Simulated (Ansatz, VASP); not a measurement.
**Ti: VASP beside Ansatz**

File INCAR:

```
  PREC = Accurate
  ENCUT = 520
  EDIFF = 1E-7
  ISMEAR = -1
  SIGMA = 0.08
  LREAL = F
  LASPH = T
  NELM = 100
  ALGO = Normal
  ISIF = 2
  LWAVE = F
  LCHARG = T
  GGA = PE
  LELF = T
  LVHAR = T
  NBANDS = 19
```

File KPOINTS:

```
Automatic mesh
0
Gamma
  13 13 7
```

The input POSCAR:

```
Ti
1.0
    2.9695348394      0.0000000000      0.0000000000
   -1.4847674197      2.5716926084      0.0000000000
    0.0000000000      0.0000000000      4.7170340170
Ti
2
Direct
    0.3333333333      0.6666666667      0.2500000000
    0.6666666667      0.3333333333      0.7500000000
```

Input for Ansatz:

```yaml
crystal:
  lattice:
    - [2.9695348394, 0.0, 0.0]
    - [-1.4847674197, 2.5716926084, 0.0]
    - [0.0, 0.0, 4.717034017]
  atoms:
    - { symbol: Ti, position: [0.3333333333, 0.6666666667, 0.25] }
    - { symbol: Ti, position: [0.6666666667, 0.3333333333, 0.75] }
kpoints:
  mp_grid: { grid: [13, 13, 7] }
  band_path:
    path:
      - [0.0, 0.0, 0.0]
      - [0.5, 0.0, 0.0]
      - [0.3333333333, 0.3333333333, 0.0]
      - [0.0, 0.0, 0.0]
      - [0.0, 0.0, 0.5]
      - [0.5, 0.0, 0.5]
      - [0.3333333333, 0.3333333333, 0.5]
      - [0.0, 0.0, 0.5]
      - [0.5, 0.0, 0.5]
    npoints: 5
scf:
  occupations: { method: fermi_dirac, width: 0.08 }
hamiltonian:
  xc: pbe
  pseudopotentials: { kind: all_electron, lapw: { basis_error: 0.0005 } }
output:
  forces: true
  stress: true
  eigenvalues: true
```

Change from the starting cell: volume scaled by 1.02.

Alike in both runs: task single point; functional PBE; k mesh 13 × 13 × 7; occupations fermi-dirac, width 0.08 eV; no spin polarisation.

|  | VASP | Ansatz |
| --- | --- | --- |
| version | VASP 6.6.1 | Ansatz 0.2.0 |
| potentials or method | VASP PAW PBE potentials, release 64 (Ti_sv), cutoff 520 eV | all-electron LAPW, scalar-relativistic |

VASP gave:

| Quantity | Value |
| --- | --- |
| pressure (GPa) | -3.8 |
| traceless stress, the component that is largest in VASP (GPa) | -0.28 |

Problem. Estimate Ansatz's values.

Solution. Pressure (GPa): -3.6; traceless stress, the component that is largest in VASP (GPa): -0.28.

Ansatz ran all-electron here, and VASP with PAW potentials.
